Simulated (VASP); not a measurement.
# Cu (Fd-3m) in VASP: further runs, part 2 of 2

VASP 6.6.1. Earlier steps stand in the parts before.

### Step 4. Single point, r2SCAN

This run uses another cell than the first one, of 16.11 Å³/atom.

The input, POSCAR:

```
Cu
1.0
    0.0000000000      2.5254000096      2.5254000096
    2.5254000096      0.0000000000      2.5254000096
    2.5254000096      2.5254000096      0.0000000000
Cu
2
Direct
    0.0000000000      0.0000000000      0.0000000000
    0.2500000000      0.2500000000      0.2500000000
```

The input, INCAR.step1:

```
SYSTEM = Cu
ALGO = Normal ; EDIFF = 1E-4
ENCUT = 520 ; GGA = PE
ISMEAR = 0 ; LASPH = .TRUE.
LCHARG = .FALSE. ; LREAL = .FALSE.
LWAVE = .TRUE. ; NBANDS = 18
NELM = 60 ; PREC = Accurate
SIGMA = 0.05
```

The input, INCAR.step2:

```
SYSTEM = Cu
ALGO = Normal ; EDIFF = 1E-6
ENCUT = 520 ; ISIF = 2
ISMEAR = 0 ; ISTART = 1
LASPH = .TRUE. ; LCHARG = .TRUE.
LELF = .TRUE. ; LMIXTAU = .TRUE.
LREAL = .FALSE. ; LVHAR = .TRUE.
LWAVE = .FALSE. ; METAGGA = R2SCAN
NBANDS = 18 ; NELM = 60
PREC = Accurate ; SIGMA = 0.05
```

The input, KPOINTS:

```
k-points
0
G
  8 8 8
  0 0 0
```

Potentials or basis: VASP PAW PBE potentials, release 64 (Cu).

Run with:

```console
$ cat potpaw_PBE.64/Cu/POTCAR > POTCAR
$ cp INCAR.step1 INCAR
$ mpirun -np 1 vasp_std > vasp.out
$ cp INCAR.step2 INCAR
$ mpirun -np 1 vasp_std > vasp.out
```

OUTCAR:

```text
SYSTEM = Cu
   EDIFF = 1E-6
   ENCUT = 520
   ISIF = 2
   ISMEAR = 0
   ISTART = 1
   LASPH = .TRUE.
   LREAL = .FALSE.
   METAGGA = R2SCAN
   NELM = 60
   PREC = Accurate

 ion  position               nearest neighbor table
   1  0.000  0.000  0.000-   2 2.19   2 2.19   2 2.19   2 2.19
   2  0.250  0.250  0.250-   1 2.19   1 2.19   1 2.19   1 2.19

  LATTYP: Found a face centered cubic cell.
 ALAT       =     5.0508000192

  Lattice vectors:

 A1 = (   0.0000000000,   2.5254000096,   2.5254000096)
 A2 = (   2.5254000096,   0.0000000000,   2.5254000096)
 A3 = (   2.5254000096,   2.5254000096,   0.0000000000)

Analysis of symmetry for initial positions (statically):
=====================================================================
 Subroutine PRICEL returns:
 Original cell was already a primitive cell.

 Routine SETGRP: Setting up the symmetry group for a
 face centered cubic supercell.

 Subroutine GETGRP returns: Found 48 space group operations
 (whereof 24 operations were pure point group operations)
 out of a pool of 48 trial point group operations.

The static configuration has the point symmetry T_d .
[... 161 lines left out ...]
  energy without entropy =      -19.31655832  energy(sigma->0) =      -19.31703371

 E-fermi :   4.1124     XC(G=0): -11.4087

 val. band max:        3.9291534861   @ k =  -0.3750   0.3750   0.1250
 cond. band min:       4.1410920723   @ k =   0.5000   0.1250   0.0000
 fundamental gap:      0.2119385862
 Fermi energy:         4.1123758635

 k-point     1 :       0.0000    0.0000    0.0000
  band No.  band energies     occupation
      1      -3.2679      2.00000
      2       0.4028      2.00000
      3       0.4028      2.00000
      4       0.4222      2.00000
      5       0.4223      2.00000
      6       0.4223      2.00000
[... 481 lines left out ...]
      5       0.7673      2.00000
      6       0.9239      2.00000
[... 10 lines left out ...]
     17      21.9054      0.00000
     18      22.0388      0.00000

 [... further k-points ...]

------------------------ aborting loop because EDIFF is reached ----------------------------------------

  FORCE on cell =-STRESS in cart. coord.  units (eV):
  Direction    XX          YY          ZZ          XY          YZ          ZX
  --------------------------------------------------------------------------------------
  -------------------------------------------------------------------------------------
  Total        2.0920364      2.0920364      2.0920364      0.0000000      0.0000000      0.0000000
  in kB      104.0541235    104.0541235    104.0541235      0.0000000      0.0000000      0.0000000
  external PRESSURE =     104.0541235 kB  Pullay stress =       0.0000000 kB

 VOLUME and BASIS-vectors are now :
 -----------------------------------------------------------------------------
  energy-cutoff  :      520.00
  volume of cell :       32.21
      direct lattice vectors                 reciprocal lattice vectors
     0.000000000  2.525400010  2.525400010    -0.197988437  0.197988437  0.197988437
     2.525400010  0.000000000  2.525400010     0.197988437 -0.197988437  0.197988437
     2.525400010  2.525400010  0.000000000     0.197988437  0.197988437 -0.197988437

 POSITION                                       TOTAL-FORCE (eV/Angst)
 -----------------------------------------------------------------------------------
      0.00000      0.00000      0.00000        -0.000000     -0.000000     -0.000000
      1.26270      1.26270      1.26270         0.000000      0.000000      0.000000
 -----------------------------------------------------------------------------------
    total drift:                                0.000000      0.000000      0.000000

  FREE ENERGIE OF THE ION-ELECTRON SYSTEM (eV)
  ---------------------------------------------------
  free  energy   TOTEN  =       -19.3175091100 eV

  energy  without entropy=      -19.3165583151  energy(sigma->0) =      -19.31703371
```

OUTCAR.step1:

```text
SYSTEM = Cu
   EDIFF = 1E-4
   ENCUT = 520
   GGA = PE
   ISMEAR = 0
   LASPH = .TRUE.
   LREAL = .FALSE.
[... 726 lines left out ...]
      0.00000      0.00000      0.00000        -0.000000      0.000000      0.000000
      1.26270      1.26270      1.26270         0.000000     -0.000000     -0.000000
 -----------------------------------------------------------------------------------
    total drift:                                0.000000      0.000000      0.000000

  FREE ENERGIE OF THE ION-ELECTRON SYSTEM (eV)
  ---------------------------------------------------
  free  energy   TOTEN  =        -5.1671963483 eV

  energy  without entropy=       -5.1662455522  energy(sigma->0) =       -5.16672095
```

It took 54 s on 1 thread of Intel Xeon 6975P-C (Granite Rapids), shared host; peak memory 0.16 GiB.

What came out:

| Quantity | Value |
| --- | --- |
| Free energy | -19.3175 eV |
| Pressure | 10.4 GPa |
| Band gap on the k mesh | zero (bands 11 and 12 overlap by 1.17 eV) |

Caveat: the cell stands under pressure; the PAW data sets were made with another functional, which shifts forces and pressure a little.

### Step 5. The runs side by side

| cell | gap on the mesh (eV) | pressure (GPa) |
| --- | --- | --- |
| a = 3.417 Å, angles 60.0°, 2 atoms | none | 30.5 |
| a = 3.483 Å, angles 60.0°, 2 atoms | none | 20.6 |
| a = 3.571 Å, angles 60.0°, 2 atoms | none | 10.4 |

Alike in all rows: task single point; level r2SCAN; potentials or basis VASP PAW PBE potentials, release 64 (Cu); no spin polarisation; k mesh 8 × 8 × 8; cutoff (eV) 520; smearing gaussian 0.05 eV.

Caveats: the cell stands under pressure; the PAW data sets were made with another functional, which shifts forces and pressure a little.

Total energies depend on the potentials used, so only differences within one code and one set of settings carry meaning.

The gap in the log of VASP goes by the Fermi energy; the results here count the filled bands.